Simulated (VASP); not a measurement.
Crystal: CdSe (Cadmoselite).

```
Cd Se
1.0
     4.30000    0.00000    0.00000
    -2.15000    3.72391    0.00000
     0.00000    0.00000    7.02000
Cd Se
2 2
Direct
  0.33333 0.66667 0.00000
  0.66667 0.33333 0.50000
  0.33333 0.66667 0.38500
  0.66667 0.33333 0.88500
```

| Item | Value |
| --- | --- |
| Program | VASP 6.6.1 |
| Task | relaxation of cell and atoms |
| Functional | LDA |
| Potentials or basis | VASP PAW LDA potentials, release 64 (Cd, Se) |
| Cutoff | 600 eV |
| k mesh | 8 × 8 × 4 |
| Occupations | fermi-dirac, width 0.08 eV |
| Spin | no spin polarisation |

At the start: pressure -1.4 GPa; volume 28.10 Å³/atom.

**Question.** Where does the relaxation end?

**Answer.** Over 11 steps the energy falls by 8.4 meV/atom and the volume is 27.32 Å³/atom (-2.8 %); space group P6_3mc (No. 186, to 0.05 Å).

Step by step:
```tsv
step	energy change (eV)	largest force (eV/Å)	pressure (GPa)	volume (Å³)
1	0.0000	0.2655	-1.41	112.41
2	-0.0282	0.0860	0.46	108.43
3	-0.0286	0.1082	0.26	108.81
4	-0.0305	0.0379	-0.01	109.27
5	-0.0306	0.0273	-0.03	109.34
6	-0.0318	0.0264	-0.06	109.41
7	-0.0332	0.0223	-0.18	109.63
8	-0.0332	0.0107	0.18	108.94
9	-0.0335	0.0055	0.01	109.27
10	-0.0335	0.0051	-0.02	109.31
11	-0.0335	0.0004	0.00	109.29
```

Final structure:
```
CELL_PARAMETERS angstrom
4.25810 0.00000 0.00000
-2.12905 3.68763 0.00000
0.00000 0.00000 6.96043
ATOMIC_POSITIONS crystal
Cd 0.33333 0.66667 0.00487
Cd 0.66667 0.33333 0.50487
Se 0.33333 0.66667 0.38013
Se 0.66667 0.33333 0.88013
```
